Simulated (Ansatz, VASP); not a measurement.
# TaTe in VASP and in Ansatz

```xyz
2
Lattice="3.4872 0.0000 0.0000 0.0000 3.4872 0.0000 0.0000 0.0000 3.4872" Properties=species:S:1:pos:R:3 pbc="T T T"
Ta    1.7436    1.7436    1.7436
Te    0.0000    0.0000    0.0000
```

Alike in both runs: task single point; functional HSE06; k mesh 4 × 4 × 4; occupations fermi-dirac, width 0.05 eV; no spin polarisation.

```csv
,VASP,Ansatz
version,VASP 6.6.1,Ansatz 0.2.0
potentials or method,"VASP PAW PBE potentials, release 64 (Ta_pv, Te)",Ansatz PAW
plane-wave cutoff (eV),520,420
valence electrons in the cell,17,29
```

VASP gave:

| Quantity | Value |
| --- | --- |
| gap on the k mesh at the Fermi level (eV) | none |
| pressure (GPa) | -12.1 |

Problem. What did Ansatz give for the same quantities?

Solution. gap on the k mesh at the Fermi level (eV): none; pressure (GPa): -11.4.

A gap of «none» marks a metal or a gap that the smearing closes. The functional is the same, so the differences come from potentials, cutoffs and numerics. VASP's potentials hold 17 valence electrons a cell and Ansatz's 29, so a difference there can come from the potentials and not from the codes.

The k mesh is coarse, so the values compare programs but aren't converged. Neither program's run includes spin-orbit coupling.
